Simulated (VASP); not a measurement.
# Sc in VASP: a series of runs

Runs on Sc. Level: PBE. Tasks: single point.

All numbers are computed with VASP 6.6.1; they aren't measurements. Logs are shortened: lines on timing, memory, paths and dates and some standing lists are left out, and cuts for length are marked.

### 1 The cell of the first run

The cell holds a sheet with vacuum, 2 atoms: a = 4.133 Å, b = 4.133 Å, c = 14.000 Å, α = 90.00°, β = 90.00°, γ = 120.00°.

The cell was built from a structure type or drawn by symmetry, and may not be a known phase.

### 2 Single point, PBE

INCAR reads:

```
SYSTEM = Sc
PREC = Accurate ; ENCUT = 520
EDIFF = 1E-7 ; ISMEAR = 0
SIGMA = 0.1 ; LREAL = .False.
LASPH = .True. ; NELM = 100
ALGO = Normal ; ISIF = 2
LWAVE = .False. ; LCHARG = .True.
LDIPOL = .True. ; IDIPOL = 3
DIPOL = 0.5 0.5 0.500 ; GGA = PE
LELF = .True. ; LVHAR = .True.
LVACPOTAV = .True. ; NBANDS = 18
```

KPOINTS reads:

```
regular mesh
0
Gamma
  6 6 1
  0 0 0
```

POSCAR reads:

```
Sc
1.0
    4.1327860000      0.0000000000      0.0000000000
   -2.0663930000      3.5790980000      0.0000000000
    0.0000000000      0.0000000000     14.0000000000
Sc
2
Direct
    0.3333333300      0.6666666700      0.5000000000
    0.6666666700      0.3333333300      0.5000000000
```

Potentials or basis: VASP PAW PBE potentials, release 64 (Sc_sv).

On the command line:

```
$ cat potpaw_PBE.64/Sc_sv/POTCAR > POTCAR
$ mpirun -np 1 vasp_std > vasp.out
```

OUTCAR:

```text
SYSTEM = Sc
   PREC = Accurate
   ENCUT = 520
   EDIFF = 1E-7
   ISMEAR = 0
   LREAL = .False.
   LASPH = .True.
   NELM = 100
   ISIF = 2
   GGA = PE

 ion  position               nearest neighbor table
   1  0.333  0.667  0.500-   2 2.39   2 2.39   2 2.39
   2  0.667  0.333  0.500-   1 2.39   1 2.39   1 2.39

  LATTYP: Found a hexagonal cell.
 ALAT       =     4.1327860000
 C/A-ratio  =     3.3875453508

  Lattice vectors:

 A1 = (   4.1327860000,   0.0000000000,   0.0000000000)
 A2 = (  -2.0663930000,   3.5790980000,   0.0000000000)
 A3 = (   0.0000000000,   0.0000000000,  14.0000000000)

Analysis of symmetry for initial positions (statically):
=====================================================================
 Subroutine PRICEL returns:
 Original cell was already a primitive cell.

 Routine SETGRP: Setting up the symmetry group for a
 hexagonal supercell.

 Subroutine GETGRP returns: Found 24 space group operations
 (whereof 24 operations were pure point group operations)
 out of a pool of 24 trial point group operations.

The static configuration has the point symmetry D_6h.

Analysis of symmetry for dynamics (positions and initial velocities):
=====================================================================
 Subroutine PRICEL returns:
 Original cell was already a primitive cell.

 Routine SETGRP: Setting up the symmetry group for a
 hexagonal supercell.

 Subroutine GETGRP returns: Found 24 space group operations
 (whereof 24 operations were pure point group operations)
 out of a pool of 24 trial point group operations.

The dynamic configuration has the point symmetry D_6h.

 Subroutine INISYM returns: Found 24 space group operations
 (whereof 24 operations are pure point group operations),
 and found     1 'primitive' translations

----------------------------------------------------------------------------------------

                                     Primitive cell

  volume of cell :     207.0830

  direct lattice vectors                    reciprocal lattice vectors
     4.132786000  0.000000000  0.000000000     0.241967525  0.139700003  0.000000000
    -2.066393000  3.579098000  0.000000000     0.000000000  0.279400005  0.000000000
     0.000000000  0.000000000 14.000000000     0.000000000  0.000000000  0.071428571

  length of vectors
     4.132786000  4.132786291 14.000000000     0.279400025  0.279400005  0.071428571

  position of ions in fractional coordinates (direct lattice)
     0.333333330  0.666666670  0.500000000
     0.666666670  0.333333330  0.500000000

  ion indices of the primitive-cell ions
   primitive index   ion index
                 1           1
                 2           2

----------------------------------------------------------------------------------------

 KPOINTS: regular mesh

Automatic generation of k-mesh.
 Grid dimensions read from file:
 generate k-points for:    6    6    1

 Generating k-lattice:

  Cartesian coordinates                     Fractional coordinates (reciprocal lattice)
     0.040327921  0.023283334  0.000000000     0.166666667  0.000000000  0.000000000
     0.000000000  0.046566668  0.000000000     0.000000000  0.166666667  0.000000000
     0.000000000  0.000000000  0.071428571     0.000000000  0.000000000  1.000000000

  Length of vectors
     0.046566671  0.046566668  0.071428571

  Shift w.r.t. Gamma in fractional coordinates (k-lattice)
     0.000000000  0.000000000  0.000000000

 Subroutine IBZKPT returns following result:
 ===========================================

 Found      7 irreducible k-points:

 Following reciprocal coordinates:
            Coordinates               Weight
  0.000000  0.000000  0.000000      1.000000
  0.166667  0.000000  0.000000      6.000000
  0.333333 -0.000000  0.000000      6.000000
  0.500000  0.000000  0.000000      3.000000
  0.166667  0.166667  0.000000      6.000000
  0.333333  0.166667  0.000000     12.000000
  0.333333  0.333333  0.000000      2.000000
   k-points           NKPTS =      7   k-points in BZ     NKDIM =      7   number of bands    NBANDS=     18
   number of dos      NEDOS =    301   number of ions     NIONS =      2
   total plane-waves  NPLWV = 110592
   dimension x,y,z NGX =    32 NGY =   32 NGZ =  108
   dimension x,y,z NGXF=    64 NGYF=   64 NGZF=  216
   ions per type =               2
   NGX,Y,Z   is equivalent  to a cutoff of  12.87, 12.87, 12.82 a.u.
   NGXF,Y,Z  is equivalent  to a cutoff of  25.74, 25.74, 25.65 a.u.
 SYSTEM =  Sc
   PREC   = accura    normal or accurate (medium, high low for compatibility)
   ISTART =      0    job   : 0-new  1-cont  2-samecut
   ICHARG =      2    charge: 1-file 2-atom 10-const
   ISPIN  =      1    spin polarized calculation?
   LNONCOLLINEAR =      F non collinear calculations
   LSORBIT =      F    spin-orbit coupling
   LASPH  =      T    aspherical Exc in radial PAW
   ENCUT  =  520.0 eV  38.22 Ry    6.18 a.u.   7.68  7.68 26.03*2*pi/ulx,y,z
   NELM   =    100;   NELMIN=  2; NELMDL= -5     # of ELM steps
   EDIFF  = 0.1E-06   stopping-criterion for ELM
   LREAL  =      F    real-space projection
   EDIFFG = 0.1E-05   stopping-criterion for IOM
   NSW    =      0    number of steps for IOM
   IBRION =     -1    ionic relax: 0-MD 1-quasi-New 2-CG
   NFREE  =      0    steps in history (QN), initial steepest desc. (CG)
   ISIF   =      2    stress and relaxation
   ISYM   =      2    0-nonsym 1-usesym 2-fastsym
   POTIM  = 0.5000    time-step for ionic-motion
   TEBEG  =    0.0;   TEEND  =   0.0 temperature during run
   PSTRESS=    0.0 pullay stress
   NELECT =      22.0000    total number of electrons
   NUPDOWN=      -1.0000    fix difference up-down
   EMIN   =  10.00;   EMAX   =-10.00  energy-range for DOS
   EFERMI =   0.00;   METHOD = LEGACY
   ISMEAR =     0;   SIGMA  =   0.10  broadening in eV -4-tet -1-fermi 0-gaus
   EFERMI_NEDOS =   21; number of points for ismear=-14 and -15
   IALGO  =     38    algorithm
   IMIX   =      4    mixing-type and parameters
     AMIX     =   0.40;   BMIX     =  1.00
     AMIX_MAG =   1.60;   BMIX_MAG =  1.00
  volume/ion in A,a.u.               =     103.54       698.73
  Fermi-wavevector in a.u.,A,eV,Ry     =   0.775356  1.465209  8.179498  0.601176
  Thomas-Fermi vector in A             =   1.877605
   LORBIT       =      0    0 simple, 1 ext, 2 COOP (PROOUT), +10 PAW based schemes
   GGA     = PE    functional components
   LHFCALC =     F    Hartree Fock is set to
   AEXX    =    0.0000 exact exchange contribution
   IVDW    =     0    specifies the selected vdW correction
   LEPSILON=     F    determine dielectric tensor
   LRPA    =     F    only Hartree local field effects (RPA)
 non-spin polarized calculation
 Gauss-broadening in eV      SIGMA  =   0.10
  energy-cutoff  :      520.00
  volume of cell :      207.08
 maximum number of plane-waves:      5588
 NGX is ok and might be reduce to    32
   NGX = 15   NGY = 15   NGZ = 53

 number of electron      21.9999997 magnetization

 dipolmoment           0.000000      0.000000      0.000000 electrons x Angstroem

 Free energy of the ion-electron system (eV)
  ---------------------------------------------------
  ext. energy  EPLUGINS =         0.00000000
  ---------------------------------------------------
  free energy    TOTEN  =        -6.05433124 eV

  energy without entropy =       -6.02366697  energy(sigma->0) =       -6.03899911

 E-fermi :  -1.9200     XC(G=0):  -3.3891

 val. band max:       -1.9533057096   @ k =   0.5000   0.0000   0.0000
 cond. band min:      -1.8604201626   @ k =   0.1667   0.0000   0.0000
 fundamental gap:      0.0928855469
 Fermi energy:        -1.9200421373

 k-point     1 :       0.0000    0.0000    0.0000
  band No.  band energies     occupation
      1     -51.6432      2.00000
      2     -50.8162      2.00000
      3     -30.9372      2.00000
      4     -30.9372      2.00000
      5     -30.2021      2.00000
      6     -29.6123      2.00000
[... 10 lines left out ...]
     17      -0.0363      0.00000
     18       1.4514      0.00000

 k-point     2 :       0.1667    0.0000    0.0000
  band No.  band energies     occupation
      1     -51.5968      2.00000
      2     -50.8678      2.00000
      3     -30.9827      2.00000
      4     -30.8557      2.00000
      5     -30.1681      2.00000
      6     -29.6480      2.00000
[... 10 lines left out ...]
     17       0.6030      0.00000
     18       1.4725      0.00000

 k-point     3 :       0.3333   -0.0000    0.0000
  band No.  band energies     occupation
      1     -51.4759      2.00000
      2     -50.9991      2.00000
      3     -31.0662      2.00000
      4     -30.6637      2.00000
      5     -30.0797      2.00000
      6     -29.7396      2.00000
[... 10 lines left out ...]
     17       0.8059      0.00000
     18       1.7431      0.00000

 k-point     4 :       0.5000    0.0000    0.0000
  band No.  band energies     occupation
      1     -51.3776      2.00000
      2     -51.1026      2.00000
      3     -31.1050      2.00000
      4     -30.5421      2.00000
      5     -30.0085      2.00000
      6     -29.8124      2.00000
[... 10 lines left out ...]
     17       0.4403      0.00000
     18       2.4584      0.00000

 k-point     5 :       0.1667    0.1667    0.0000
  band No.  band energies     occupation
      1     -51.5116      2.00000
      2     -50.9609      2.00000
      3     -31.0646      2.00000
      4     -30.6878      2.00000
      5     -30.1057      2.00000
      6     -29.7128      2.00000
[... 10 lines left out ...]
     17       0.9481      0.00000
     18       1.3172      0.00000

 k-point     6 :       0.3333    0.1667    0.0000
  band No.  band energies     occupation
      1     -51.3777      2.00000
      2     -51.1025      2.00000
      3     -31.1465      2.00000
      4     -30.4386      2.00000
      5     -30.0086      2.00000
      6     -29.8123      2.00000
[... 10 lines left out ...]
     17       0.4387      0.00000
     18       1.9782      0.00000

 k-point     7 :       0.3333    0.3333    0.0000
  band No.  band energies     occupation
      1     -51.2414      2.00000
      2     -51.2414      2.00000
      3     -31.1992      2.00000
      4     -30.0593      2.00000
      5     -30.0593      2.00000
      6     -29.9109      2.00000
[... 10 lines left out ...]
     17       0.4494      0.00000
     18       1.7875      0.00000

------------------------ aborting loop because EDIFF is reached ----------------------------------------

  FORCE on cell =-STRESS in cart. coord.  units (eV):
  Direction    XX          YY          ZZ          XY          YZ          ZX
  --------------------------------------------------------------------------------------
  -------------------------------------------------------------------------------------
  Total        5.7303599      5.7303610     -0.0182804     -0.0000000     -0.0000000      0.0000000
  in kB       44.3351254     44.3351337     -0.1414330     -0.0000000     -0.0000000      0.0000000
  external PRESSURE =      29.5096087 kB  Pullay stress =       0.0000000 kB

 VOLUME and BASIS-vectors are now :
 -----------------------------------------------------------------------------
  energy-cutoff  :      520.00
  volume of cell :      207.08
      direct lattice vectors                 reciprocal lattice vectors
     4.132786000  0.000000000  0.000000000     0.241967525  0.139700003  0.000000000
    -2.066393000  3.579098000  0.000000000     0.000000000  0.279400005  0.000000000
     0.000000000  0.000000000 14.000000000     0.000000000  0.000000000  0.071428571

 POSITION                                       TOTAL-FORCE (eV/Angst)
 -----------------------------------------------------------------------------------
     -0.00000      2.38607      7.00000         0.000000     -0.000000     -0.000000
      2.06639      1.19303      7.00000        -0.000000      0.000000      0.000000
 -----------------------------------------------------------------------------------
    total drift:                               -0.000000      0.000000      0.000000

  FREE ENERGIE OF THE ION-ELECTRON SYSTEM (eV)
  ---------------------------------------------------
  free  energy   TOTEN  =        -6.0543312395 eV

  energy  without entropy=       -6.0236669728  energy(sigma->0) =       -6.03899911

 vacuum level on the upper side and lower side of the slab         1.907         1.907
```

It took 79 s on 1 thread of Intel Xeon 8259CL, shared host; peak memory 0.31 GiB.

What came out:

* Free energy: -6.0543 eV
* Band gap on the k mesh: zero (bands 11 and 12 overlap by 0.65 eV)

Levels at points of the mesh, in eV from the Fermi level:
| k point | band 9 | band 10 | band 11 | band 12 | band 13 | band 14 |
| --- | --- | --- | --- | --- | --- | --- |
| (0.00, 0.00, 0.00) | -3.21 | -0.19 | 0.11 | 0.43 | 0.43 | 1.00 |
| (0.50, 0.00, 0.00) | -1.60 | -0.42 | -0.21 | -0.04 | -0.03 | 0.88 |

### 3 Single point, PBE

This run uses another cell than the first one.

INCAR reads:

```
SYSTEM = Sc
  PREC = Accurate
  ENCUT = 520
  EDIFF = 1E-7
  ISMEAR = 0
  SIGMA = 0.1
  LREAL = .FALSE.
  LASPH = .TRUE.
  NELM = 100
  ALGO = Normal
  ISIF = 2
  LWAVE = .FALSE.
  LCHARG = .FALSE.
  LDIPOL = .TRUE.
  IDIPOL = 3
  DIPOL = 0.5 0.5 0.294
  GGA = PE
  NBANDS = 18
```

KPOINTS reads:

```
Automatic mesh
0
G
  6 6 1
  0 0 0
```

POSCAR reads:

```
Sc
1.0
    5.1133322154      0.0000000000      0.0000000000
   -2.5566661077      4.4282755965      0.0000000000
    0.0000000000      0.0000000000     23.8000000000
Sc
2
Direct
    0.3333333333      0.6666666667      0.2941176471
    0.6666666667      0.3333333333      0.2941176471
```

Potentials or basis: VASP PAW PBE potentials, release 64 (Sc_sv).

On the command line:

```
$ cat potpaw_PBE.64/Sc_sv/POTCAR > POTCAR
$ mpirun -np 1 vasp_std > vasp.out
```

Wall time 4 min (1 thread of Intel Xeon 8259CL, shared host); peak memory 0.61 GiB.

Results (log left out):

| Quantity | Value |
| --- | --- |
| Free energy | -7.1913 eV |
| Band gap on the k mesh | zero (bands 11 and 12 overlap by 0.42 eV) |

Levels at points of the mesh, in eV from the Fermi level:
| k point | band 8 | band 9 | band 10 | band 11 | band 12 | band 13 | band 14 | band 15 |
| --- | --- | --- | --- | --- | --- | --- | --- | --- |
| (0.00, 0.00, 0.00) | -28.60 | -3.14 | 0.13 | 0.14 | 0.35 | 0.35 | 0.63 | 0.63 |
| (0.50, 0.00, 0.00) | -28.57 | -1.51 | -0.64 | -0.42 | -0.07 | 0.05 | 0.15 | 0.67 |

(Continued in part 2 of 2.)
